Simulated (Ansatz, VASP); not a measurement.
## Two plane-wave programs on ZnSe

INCAR

```
PREC     = Accurate       # precision mode
ENCUT    = 500            # plane-wave cutoff, eV
EDIFF    = 1E-6           # SCF threshold, eV
ISMEAR   = 0              # smearing method
SIGMA    = 0.01           # smearing width, eV
LREAL    = F              # projectors in reciprocal space
LASPH    = T              # aspherical terms in the spheres
NELM     = 200            # most SCF steps
ALGO     = Normal         # electronic algorithm
ISIF     = 2              # what is computed and relaxed
LWAVE    = F              # write WAVECAR
LCHARG   = F              # write CHGCAR
MAGMOM   = 0 0 0 0 0 0 0 0 0 0 0 0 # initial moments
LORBIT   = 11             # projections on sites
LSORBIT  = T              # spin-orbit coupling
GGA_COMPAT= F            
LORBMOM  = T            
GGA      = PS             # functional
NBANDS   = 50             # bands
```

File KPOINTS:

```
regular mesh
0
Gamma
  6 6 4
```

Contents of POSCAR:

```
ZnSe
1.0
    4.1077020000      0.0000000000      0.0000000000
    0.0000000000      4.1077020000      0.0000000000
    0.0000000000      0.0000000000      6.0703500000
Zn Se
2 2
Direct
    1.0000000000      0.0000000000      0.0000000000
    0.5000000000      0.5000000000      0.0000000000
    1.0000000000      0.5000000000      0.2462800000
    0.5000000000      0.0000000000      0.7537200000
```

Input for Ansatz:

```yaml
crystal:
  lattice:
    a: 4.107702
    b: 4.107702
    c: 6.07035
    alpha: 90.0
    beta: 90.0
    gamma: 90.0
  space_group: 129
  setting:
    hermann_mauguin: P4/nmm
    origin_choice: 1
  atoms:
    - { symbol: Zn, position: [0.0, 0.0, 0.0] }
    - { symbol: Se, position: [0.0, 0.5, 0.24628] }
basis:
  ecutwfc: 550.0
kpoints:
  mp_grid:
    grid: [6, 6, 4]
hamiltonian:
  xc: pbesol
magnetization:
  noncollinear: true
  spin_orbit: true
scf:
  occupations:
    method: fixed
output:
  eigenvalues: true
```

Alike in both runs: task single point; functional PBEsol; k mesh 6 × 6 × 4; non-collinear spin, spin-orbit coupling.

|  | VASP | Ansatz |
| --- | --- | --- |
| version | VASP 6.6.1 | Ansatz 0.2.0 |
| potentials or method | VASP PAW PBE potentials, release 64 (Zn, Se), cutoff 500 eV | plane waves, PAW |
| occupations | gaussian, width 0.01 eV | fixed |
| valence electrons in the cell | 36 | 56 |

```csv
,VASP,Ansatz,Ansatz less VASP
net moment per atom (μB),0.00,0.00,0.000
```

VASP's potentials were made for PBE, not for PBEsol. VASP's potentials hold 36 valence electrons a cell and Ansatz's 56, so a difference there can come from the potentials and not from the codes.
